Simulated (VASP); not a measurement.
**GaN: density of states with PBE**

Crystal: GaN.

```
Ga N
1.0
     0.00000    2.13409    2.13409
     2.13409    0.00000    2.13409
     2.13409    2.13409    0.00000
Ga N
1 1
Cartesian
  2.1341 2.1341 2.1341
  0.0000 0.0000 0.0000
```

```
Program                 : VASP 6.6.1
Task                    : density of states
Functional              : PBE
Potentials or basis     : VASP PAW PBE potentials, release 64 (Ga_d, N)
Cutoff                  : 520 eV
k mesh                  : 14 × 14 × 14
Occupations             : gaussian, width 0.02 eV
Spin                    : no spin polarisation
Dipole correction       : no
k mesh for the DOS      : 21 × 21 × 21
Occupations for the DOS : tetrahedron
Further INCAR settings  : ALGO = Normal; EDIFF = 1e-06
```

| Property | Result |
| --- | --- |
| Valence electrons inside the program's atomic spheres | Ga 11.60; N 3.71 |

Levels at points of the mesh, in eV from the valence-band top:
| k point | band 7 | band 8 | band 9 | band 10 | band 11 | band 12 |
| --- | --- | --- | --- | --- | --- | --- |
| (0.00, 0.00, 0.00) | -0.48 | -0.48 | -0.48 | 1.90 | 14.55 | 14.55 |

It took 31 s on 1 thread of Intel(R) Xeon(R) Platinum 8488C (Sapphire Rapids) (shared host), peak memory 0.19 GiB.
